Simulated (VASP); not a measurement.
# Se (Im-3m) in VASP: notebook

The runs below take Se through single point, relaxation of cell and atoms, with PBE+D3(BJ).

All numbers are computed with VASP 6.6.1; they aren't measurements. Logs are shortened: lines on timing, memory, paths and dates and some standing lists are left out, and cuts for length are marked.

## Step 1: The cell of the first run

The structure is cubic, space group Im-3m (No. 229). Conventional cell: a = 3.145 Å, b = 3.145 Å, c = 3.145 Å, α = 90.00°, β = 90.00°, γ = 90.00°. Within 3.6 Å of Se (site symmetry m-3m) lie 14 Se at 2.72 to 3.15 Å.

## Step 2: Single point, PBE+D3(BJ)

INCAR reads:

```
PREC = Accurate
ENCUT = 500
EDIFF = 1E-6
ISMEAR = 1
SIGMA = 0.1
LREAL = F
LASPH = T
NELM = 120
ALGO = Normal
ISIF = 2
LWAVE = F
LCHARG = F
GGA = PE
IVDW = 12
NBANDS = 9
GGA_COMPAT = F
```

KPOINTS reads:

```
regular mesh
0
Gamma
  13 13 13
```

POSCAR reads:

```
Se
1.0
   -1.5725987883      1.5725987883      1.5725987883
    1.5725987883     -1.5725987883      1.5725987883
    1.5725987883      1.5725987883     -1.5725987883
Se
1
Direct
    0.0000000000      0.0000000000      0.0000000000
```

Potentials or basis: VASP PAW PBE potentials, release 64 (Se).

Command:

```sh
$ cat potpaw_PBE.64/Se/POTCAR > POTCAR
$ mpirun -np 1 vasp_std > vasp.out
```

OUTCAR:

```text
PREC = Accurate
   ENCUT = 500
   EDIFF = 1E-6
   ISMEAR = 1
   LREAL = F
   LASPH = T
   NELM = 120
   ISIF = 2
   GGA = PE
   IVDW = 12
 IVDW          = 12

 ion  position               nearest neighbor table
   1  0.000  0.000  0.000-

  LATTYP: Found a body centered cubic cell.
 ALAT       =     3.1451975766

  Lattice vectors:

 A1 = (  -1.5725987883,   1.5725987883,   1.5725987883)
 A2 = (   1.5725987883,  -1.5725987883,   1.5725987883)
 A3 = (   1.5725987883,   1.5725987883,  -1.5725987883)

Analysis of symmetry for initial positions (statically):
=====================================================================
 Subroutine PRICEL returns:
 Original cell was already a primitive cell.

 Routine SETGRP: Setting up the symmetry group for a
 body centered cubic supercell.

 Subroutine GETGRP returns: Found 48 space group operations
 (whereof 48 operations were pure point group operations)
 out of a pool of 48 trial point group operations.

The static configuration has the point symmetry O_h .

Analysis of symmetry for dynamics (positions and initial velocities):
=====================================================================
 Subroutine PRICEL returns:
 Original cell was already a primitive cell.

 Routine SETGRP: Setting up the symmetry group for a
 body centered cubic supercell.

 Subroutine GETGRP returns: Found 48 space group operations
 (whereof 48 operations were pure point group operations)
 out of a pool of 48 trial point group operations.

The dynamic configuration has the point symmetry O_h .

 Subroutine INISYM returns: Found 48 space group operations
 (whereof 48 operations are pure point group operations),
 and found     1 'primitive' translations

----------------------------------------------------------------------------------------

                                     Primitive cell

  volume of cell :      15.5566

  direct lattice vectors                    reciprocal lattice vectors
    -1.572598788  1.572598788  1.572598788     0.000000000  0.317945050  0.317945050
     1.572598788 -1.572598788  1.572598788     0.317945050  0.000000000  0.317945050
     1.572598788  1.572598788 -1.572598788     0.317945050  0.317945050  0.000000000

  length of vectors
     2.723821001  2.723821001  2.723821001     0.449642201  0.449642201  0.449642201

  position of ions in fractional coordinates (direct lattice)
     0.000000000  0.000000000  0.000000000

  ion indices of the primitive-cell ions
   primitive index   ion index
                 1           1

----------------------------------------------------------------------------------------

 KPOINTS: regular mesh

Automatic generation of k-mesh.
 Grid dimensions read from file:
 generate k-points for:   13   13   13

 Generating k-lattice:

  Cartesian coordinates                     Fractional coordinates (reciprocal lattice)
     0.000000000  0.024457312  0.024457312     0.076923077  0.000000000  0.000000000
     0.024457312  0.000000000  0.024457312     0.000000000  0.076923077  0.000000000
     0.024457312  0.024457312  0.000000000     0.000000000  0.000000000  0.076923077

  Length of vectors
     0.034587862  0.034587862  0.034587862

  Shift w.r.t. Gamma in fractional coordinates (k-lattice)
     0.000000000  0.000000000  0.000000000

 Subroutine IBZKPT returns following result:
 ===========================================

 Found     84 irreducible k-points:

 Following reciprocal coordinates:
            Coordinates               Weight
  0.000000  0.000000  0.000000      1.000000
  0.076923  0.000000  0.000000     12.000000
  0.153846  0.000000  0.000000     12.000000
  0.230769  0.000000  0.000000     12.000000
  0.307692  0.000000  0.000000     12.000000
  0.384615  0.000000  0.000000     12.000000
[... 16 lines left out ...]
  0.153846  0.076923  0.076923     24.000000
  0.230769  0.076923  0.076923     24.000000
 [... further k-points ...]
   k-points           NKPTS =     84   k-points in BZ     NKDIM =     84   number of bands    NBANDS=      9
   number of dos      NEDOS =    301   number of ions     NIONS =      1
   total plane-waves  NPLWV =   8000
   dimension x,y,z NGX =    20 NGY =   20 NGZ =   20
   dimension x,y,z NGXF=    40 NGYF=   40 NGZF=   40
   ions per type =               1
   NGX,Y,Z   is equivalent  to a cutoff of  12.21, 12.21, 12.21 a.u.
   NGXF,Y,Z  is equivalent  to a cutoff of  24.41, 24.41, 24.41 a.u.
 SYSTEM =  unknown system
   PREC   = accura    normal or accurate (medium, high low for compatibility)
   ISTART =      0    job   : 0-new  1-cont  2-samecut
   ICHARG =      2    charge: 1-file 2-atom 10-const
   ISPIN  =      1    spin polarized calculation?
   LNONCOLLINEAR =      F non collinear calculations
   LSORBIT =      F    spin-orbit coupling
   LASPH  =      T    aspherical Exc in radial PAW
   ENCUT  =  500.0 eV  36.75 Ry    6.06 a.u.   4.97  4.97  4.97*2*pi/ulx,y,z
   NELM   =    120;   NELMIN=  2; NELMDL= -5     # of ELM steps
   EDIFF  = 0.1E-05   stopping-criterion for ELM
   LREAL  =      F    real-space projection
   EDIFFG = 0.1E-04   stopping-criterion for IOM
   NSW    =      0    number of steps for IOM
   IBRION =     -1    ionic relax: 0-MD 1-quasi-New 2-CG
   NFREE  =      0    steps in history (QN), initial steepest desc. (CG)
   ISIF   =      2    stress and relaxation
   ISYM   =      2    0-nonsym 1-usesym 2-fastsym
   POTIM  = 0.5000    time-step for ionic-motion
   TEBEG  =    0.0;   TEEND  =   0.0 temperature during run
   PSTRESS=    0.0 pullay stress
   NELECT =       6.0000    total number of electrons
   NUPDOWN=      -1.0000    fix difference up-down
   EMIN   =  10.00;   EMAX   =-10.00  energy-range for DOS
   EFERMI =   0.00;   METHOD = LEGACY
   ISMEAR =     1;   SIGMA  =   0.10  broadening in eV -4-tet -1-fermi 0-gaus
   EFERMI_NEDOS =   21; number of points for ismear=-14 and -15
   IALGO  =     38    algorithm
   IMIX   =      4    mixing-type and parameters
     AMIX     =   0.40;   BMIX     =  1.00
     AMIX_MAG =   1.60;   BMIX_MAG =  1.00
  volume/ion in A,a.u.               =      15.56       104.98
  Fermi-wavevector in a.u.,A,eV,Ry     =   1.191664  2.251919 19.321146  1.420064
  Thomas-Fermi vector in A             =   2.327721
   LORBIT       =      0    0 simple, 1 ext, 2 COOP (PROOUT), +10 PAW based schemes
   GGA     = PE    functional components
   LHFCALC =     F    Hartree Fock is set to
   AEXX    =    0.0000 exact exchange contribution
   IVDW    =    12    specifies the selected vdW correction
   LEPSILON=     F    determine dielectric tensor
   LRPA    =     F    only Hartree local field effects (RPA)
 non-spin polarized calculation
 Methfessel and Paxton  Order N= 1 SIGMA  =   0.10
  energy-cutoff  :      500.00
  volume of cell :       15.56
 maximum number of plane-waves:       410
   NGX =  9   NGY =  9   NGZ =  9

 number of electron       5.9999999 magnetization

 Free energy of the ion-electron system (eV)
  ---------------------------------------------------
  ext. energy  EPLUGINS =         0.00000000
  ---------------------------------------------------
  free energy    TOTEN  =        -2.50322399 eV

  energy without entropy =       -2.50286077  energy(sigma->0) =       -2.50310292

 E-fermi :   9.1118     XC(G=0): -11.8654

 val. band max:        9.0822552908   @ k =  -0.3846  -0.4615   0.2308
 cond. band min:       9.1787425107   @ k =  -0.2308   0.3077   0.0769
 fundamental gap:      0.0964872199
 Fermi energy:         9.1118359297

 k-point     1 :       0.0000    0.0000    0.0000
  band No.  band energies     occupation
      1      -9.7396      2.00000
      2      13.8068      0.00000
      3      13.8068      0.00000
      4      13.8068      0.00000
      5      22.2604      0.00000
      6      22.2604      0.00000
      7      22.2604      0.00000
      8      24.6318      0.00000
      9      25.6813      0.00000

 k-point     2 :       0.0769    0.0000    0.0000
  band No.  band energies     occupation
      1      -9.5729      2.00000
      2      12.7419      0.00000
      3      13.3624      0.00000
      4      13.7152      0.00000
      5      21.5572      0.00000
      6      21.7954      0.00000
      7      23.0214      0.00000
      8      24.4345      0.00000
      9      25.0118      0.00000

 k-point     3 :       0.1538    0.0000    0.0000
  band No.  band energies     occupation
      1      -9.0757      2.00000
      2      10.3236     -0.00000
      3      12.3755      0.00000
      4      13.4576      0.00000
      5      20.2310      0.00000
      6      20.2865      0.00000
      7      24.5106      0.00000
      8      24.5287      0.00000
      9      24.9570      0.00000

 k-point     4 :       0.2308    0.0000    0.0000
  band No.  band energies     occupation
      1      -8.2583      2.00000
      2       7.4913      2.00000
      3      11.3162      0.00000
      4      13.0910      0.00000
      5      18.7332      0.00000
      6      19.1037      0.00000
      7      24.6146      0.00000
      8      25.2552      0.00000
      9      27.5942      0.00000
[... 205 lines left out ...]
 k-point    22 :       0.0769    0.0769    0.0769
  band No.  band energies     occupation
      1      -8.7472      2.00000
      2       9.2890     -0.03109
      3      12.1494      0.00000
      4      12.1494      0.00000
      5      20.5545      0.00000
      6      20.5545      0.00000
      7      24.2267      0.00000
      8      25.1002      0.00000
      9      25.1002      0.00000

 k-point    23 :       0.1538    0.0769    0.0769
  band No.  band energies     occupation
      1      -7.9373      2.00000
      2       7.1335      2.00000
      3      10.4026     -0.00000
      4      11.4717      0.00000
      5      20.2295      0.00000
      6      20.3386      0.00000
      7      25.4882      0.00000
      8      25.6270      0.00000
      9      25.7155      0.00000

 k-point    24 :       0.2308    0.0769    0.0769
  band No.  band energies     occupation
      1      -6.8417      2.00000
      2       4.7323      2.00000
      3       9.0431      1.91058
      4      10.8405     -0.00000
      5      19.7150      0.00000
      6      19.9686      0.00000
      7      26.1230      0.00000
      8      26.6214      0.00000
      9      28.1090      0.00000

 [... further k-points ...]

------------------------ aborting loop because EDIFF is reached ----------------------------------------

 Edisp (eV)   -0.55956

 E8    (eV) :    -0.2278

  FORCE on cell =-STRESS in cart. coord.  units (eV):
  Direction    XX          YY          ZZ          XY          YZ          ZX
  --------------------------------------------------------------------------------------
  -------------------------------------------------------------------------------------
  Total       2.93325     2.93325     2.93325    -0.00000     0.00000    -0.00000
  in kB     302.09647   302.09647   302.09647    -0.00000     0.00000    -0.00000
  external pressure =      302.10 kB  Pullay stress =        0.00 kB

 VOLUME and BASIS-vectors are now :
 -----------------------------------------------------------------------------
  energy-cutoff  :      500.00
  volume of cell :       15.56
      direct lattice vectors                 reciprocal lattice vectors
    -1.572598788  1.572598788  1.572598788     0.000000000  0.317945050  0.317945050
     1.572598788 -1.572598788  1.572598788     0.317945050  0.000000000  0.317945050
     1.572598788  1.572598788 -1.572598788     0.317945050  0.317945050  0.000000000

 POSITION                                       TOTAL-FORCE (eV/Angst)
 -----------------------------------------------------------------------------------
      0.00000      0.00000      0.00000        -0.000000      0.000000      0.000000
 -----------------------------------------------------------------------------------
    total drift:                                0.000000     -0.000000     -0.000000

  FREE ENERGIE OF THE ION-ELECTRON SYSTEM (eV)
  ---------------------------------------------------
  free  energy   TOTEN  =        -3.0627856481 eV

  energy  without entropy=       -3.0624224313  energy(sigma->0) =       -3.06266458
```

It took 12 s on 1 thread of Intel Xeon 8259CL, shared host; peak memory 0.14 GiB.

Results:

```yaml
Free_energy: -3.0628 eV
Pressure: 30.2 GPa
Band_gap_on_the_k_mesh: zero (band 3 reaches 13.81 eV, above the bottom of band 4 at 4.40 eV)
Dispersion_energy_per_atom: -0.560 eV
```

Levels at points of the mesh, in eV from the Fermi level:
```csv
k point,band 1,band 2,band 3,band 4,band 5,band 6
"(0.00, 0.00, 0.00)",-18.85,4.69,4.69,4.69,13.15,13.15
```

Caveat: pairwise dispersion overbinds metals, which lowers pressure and volume.

## Step 3: Relaxation of cell and atoms, PBE+D3(BJ), target pressure 30 GPa, at which the enthalpy is minimised

This run uses another cell than the first one, of 11.07 Å³/atom, 0.711 times its volume.

INCAR reads:

```
SYSTEM = Se
  ALGO = Normal
  EDIFF = 1E-7
  EDIFFG = -0.01
  ENCUT = 500
  GGA = PE
  GGA_COMPAT = .FALSE.
  IBRION = 2
  ISIF = 3
  ISMEAR = 1
  IVDW = 12
  LASPH = .TRUE.
  LCHARG = .FALSE.
  LREAL = .FALSE.
  LWAVE = .FALSE.
  NELM = 120
  NELMIN = 4
  NSW = 80
  PREC = Accurate
  PSTRESS = 300.0
  SIGMA = 0.1
```

KPOINTS reads:

```
k-points
0
G
  13 13 13
  0 0 0
```

POSCAR reads:

```
Se
1.0
   -1.4038000000      1.4038000000      1.4038000000
    1.4038000000     -1.4038000000      1.4038000000
    1.4038000000      1.4038000000     -1.4038000000
Se
1
Direct
    0.0000000000      0.0000000000      0.0000000000
```

Potentials or basis: VASP PAW PBE potentials, release 64 (Se).

Command:

```sh
$ cat potpaw_PBE.64/Se/POTCAR > POTCAR
$ mpirun -np 1 vasp_std > vasp.out
```

It took 52 s on 1 thread of Intel Xeon 8259CL, shared host; peak memory 0.14 GiB.

Results (log left out):

| Item | Value |
| --- | --- |
| Free energy | -3.0637 eV |
| Relaxed volume | 15.57 Å³/atom |
| Relaxed cell | a = 2.725 Å, b = 2.725 Å, c = 2.725 Å, α = 109.47°, β = 109.47°, γ = 109.47° |
| Space group after relaxing (to 0.05 Å) | Im-3m (No. 229) |
| Energy change on relaxing (the enthalpy is what falls) | -2243.8 meV/atom |
| Ionic steps | 8 |
| Pressure after relaxing | 30.0 GPa |
| Band gap on the k mesh | zero (band 3 reaches 13.79 eV, above the bottom of band 4 at 4.39 eV) |
| Dispersion energy per atom | -0.559 eV |

The path:
```tsv
step	energy change (eV)	largest force (eV/Å)	pressure (GPa)	volume (Å³)
1	0.0000	0.0000	160.52	11.07
2	-1.6950	0.0000	-12.28	32.69
3	-2.4423	0.0000	14.61	17.03
4	-2.3175	0.0000	24.78	16.00
5	-2.2419	0.0000	30.14	15.56
6	-2.2604	0.0000	28.88	15.66
7	-2.2205	0.0000	31.58	15.45
8	-2.2438	0.0000	30.01	15.57
```

Final structure:
```xyz
1
Lattice="-1.5730 1.5730 1.5730 1.5730 -1.5730 1.5730 1.5730 1.5730 -1.5730" Properties=species:S:1:pos:R:3 pbc="T T T"
Se    0.0000    0.0000    0.0000
```

Levels at points of the mesh, in eV from the Fermi level:
| k point | band 1 | band 2 | band 3 | band 4 | band 5 | band 6 | band 7 |
| --- | --- | --- | --- | --- | --- | --- | --- |
| (0.00, 0.00, 0.00) | -18.84 | 4.69 | 4.69 | 4.69 | 13.15 | 13.15 | 13.15 |

Caveat: the cell is relaxed towards a set pressure, so the enthalpy falls and the energy may rise; the volume moved by over 15 % at a fixed basis, so the end points are rough; pairwise dispersion overbinds metals, which lowers pressure and volume. Zero-point motion and thermal expansion aren't in these numbers.
